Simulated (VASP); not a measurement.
Wanted: the native input for a VASP 6.6.1 run.

| Item | Value |
| --- | --- |
| Task | single point |
| Functional | LDA |
| Potentials or basis | VASP PAW LDA potentials, release 64 (Rb_sv, Tl_d) |
| Cutoff | 520 eV |
| k mesh | 5 × 5 × 5 |
| Occupations | fermi-dirac, width 0.1 eV |
| Spin | no spin polarisation |
| Dipole correction | no |
| Further INCAR settings | ALGO = Normal; EDIFF = 1e-06; NBANDS = 28 |

The structure of Rb3Tl lies in POSCAR:

```
Rb3Tl
1.0
    0.0000000000      4.9123180000      4.9123180000
    4.9123180000      0.0000000000      4.9123180000
    4.9123180000      4.9123180000      0.0000000000
Rb Tl
3 1
Direct
    0.2500000000      0.2500000000      0.2500000000
    0.7500000000      0.7500000000      0.7500000000
    0.5000000000      0.5000000000      0.5000000000
    0.0000000000      0.0000000000      0.0000000000
```

The input as run:

INCAR

```
SYSTEM = Rb3Tl
  PREC = Accurate
  ENCUT = 520
  EDIFF = 1E-6
  ISMEAR = -1
  SIGMA = 0.1
  LREAL = .False.
  LASPH = .True.
  NELM = 60
  ALGO = Normal
  ISIF = 2
  LWAVE = .False.
  LCHARG = .False.
  GGA = CA
  NBANDS = 28
```

KPOINTS

```
Automatic mesh
0
Gamma
  5 5 5
  0 0 0
```

Potentials or basis: VASP PAW LDA potentials, release 64 (Rb_sv, Tl_d).

Command:

```bash
$ cat potpaw_LDA.64/Rb_sv/POTCAR potpaw_LDA.64/Tl_d/POTCAR > POTCAR
$ mpirun -np 1 vasp_std > vasp.out
```

It gave:

The pressure is -0.9 GPa. The band gap on the k mesh is zero (bands 20 and 21 overlap by 0.31 eV).

Caveat: spin-orbit coupling is left out, which moves the levels of the heavy elements.

Wall time 110 s on 1 thread of AMD EPYC 7R43 64-Core Processor (Zen 3), on a shared host, peak memory 0.29 GiB.
